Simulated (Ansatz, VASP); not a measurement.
# One calculation of Al5P4, two programs

Contents of INCAR:

```
SYSTEM = Al5P4
PREC = Accurate
ENCUT = 520
EDIFF = 1E-6
ISMEAR = 0
SIGMA = 0.05
LREAL = .False.
LASPH = .True.
NELM = 80
ALGO = Normal
ISIF = 2
LWAVE = .False.
LCHARG = .False.
LDIPOL = .True.
IDIPOL = 3
DIPOL = 0.5 0.5 0.500
GGA = PS
NBANDS = 28
```

KPOINTS

```
regular mesh
0
Gamma
  7 7 1
  0 0 0
```

File POSCAR:

```
Al5P4
1.0
    3.8681183919      0.0000000000      0.0000000000
    0.0000000000      3.8681183919      0.0000000000
    0.0000000000      0.0000000000     25.9406909813
Al P
5 4
Direct
    0.5000000000      0.5000000000      0.2891210572
    0.0000000000      0.0000000000      0.3945605286
    0.5000000000      0.5000000000      0.5000000000
    0.0000000000      0.0000000000      0.6054394714
    0.5000000000      0.5000000000      0.7108789428
    0.5000000000      0.0000000000      0.3418407929
    0.0000000000      0.5000000000      0.4472802643
    0.5000000000      0.0000000000      0.5527197357
    0.0000000000      0.5000000000      0.6581592071
```

Input for Ansatz:

```yaml
crystal:
  lattice:
    - [3.8681183919, 0.0, 0.0]
    - [0.0, 3.8681183919, 0.0]
    - [0.0, 0.0, 25.9406909813]
  atoms:
    - { symbol: Al, position: [0.5, 0.5, 0.2891210572] }
    - { symbol: P, position: [0.5, 0.0, 0.3418407929] }
    - { symbol: Al, position: [0.0, 0.0, 0.3945605286] }
    - { symbol: P, position: [0.0, 0.5, 0.4472802643] }
    - { symbol: Al, position: [0.5, 0.5, 0.5] }
    - { symbol: P, position: [0.5, 0.0, 0.5527197357] }
    - { symbol: Al, position: [0.0, 0.0, 0.6054394714] }
    - { symbol: P, position: [0.0, 0.5, 0.6581592071] }
    - { symbol: Al, position: [0.5, 0.5, 0.7108789428] }
basis:
  ecutwfc: 420
kpoints:
  mp_grid: { grid: [7, 7, 1] }
hamiltonian:
  xc: pbesol
scf:
  occupations: { method: gaussian, width: 0.05 }
output:
  forces: true
  stress: true
  eigenvalues: true
  write_density: true
  write_potential: true
  elf: true
  volumetric_format: npy
efield:
  axis: 3
  dipole_correction: true
  ramp_width: 0.04
```

Alike in both runs: task single point; functional PBEsol; k mesh 7 × 7 × 1; occupations gaussian, width 0.05 eV; no spin polarisation.

|  | VASP | Ansatz |
| --- | --- | --- |
| version | VASP 6.6.1 | Ansatz 0.2.0 |
| potentials or method | VASP PAW PBE potentials, release 64 (Al, P), cutoff 520 eV | scalar-relativistic, plane waves, PAW |
| valence electrons in the cell | 35 | 35 |

|  | VASP | Ansatz | Ansatz less VASP |
| --- | --- | --- | --- |
| gap on the k mesh at the Fermi level (eV) | none | none | - |
| rms of the force components (eV/Å) | 0.097 | 0.096 | -0.0007 |

VASP's potentials were made for PBE, not for PBEsol. A gap of «none» marks a metal or a gap that the smearing closes. With one functional, cell and mesh, what is left measures potentials, basis and numerics. Ansatz's warnings: xc potential rough in thin density.
